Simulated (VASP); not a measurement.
The system is SrCl2.

```xyz
3
Lattice="0.0000 3.4884 3.4884 3.4884 0.0000 3.4884 3.4884 3.4884 0.0000" Properties=species:S:1:pos:R:3 pbc="T T T"
Sr    0.0000    0.0000    0.0000
Cl    5.2325    5.2325    5.2325
Cl    1.7442    1.7442    1.7442
```

Base run:

* Program: VASP 6.6.1
* Functional: PBE-based screened hybrid with 5 % exact exchange
* Potentials or basis: VASP PAW PBE potentials, release 64 (Sr_sv, Cl)
* Cutoff: 400 eV
* k mesh: 4 × 4 × 4
* Occupations: fermi-dirac, width 0.05 eV
* Spin: no spin polarisation

Its results: band gap on the k mesh 5.59 eV (least direct gap 5.77 eV); pressure 0.9 GPa.

Q: After a change of settings the same cell gave: band gap on the k mesh 5.85 eV (least direct gap 6.03 eV); pressure 0.8 GPa. Which change was it?
A. functional from PBE-based screened hybrid with 5 % exact exchange to PBE-based screened hybrid with 15 % exact exchange; share of exact exchange from 0.05 to 0.15
B. functional from PBE-based screened hybrid with 5 % exact exchange to PBE-based screened hybrid with 10 % exact exchange; share of exact exchange from 0.05 to 0.1
C. functional from PBE-based screened hybrid with 5 % exact exchange to r2SCAN0; cutoff from 400 eV to 520 eV; share of exact exchange from 0.05 to 0.25

A: B.

Caveats: the PAW data sets were made with another functional, which shifts forces and pressure a little.
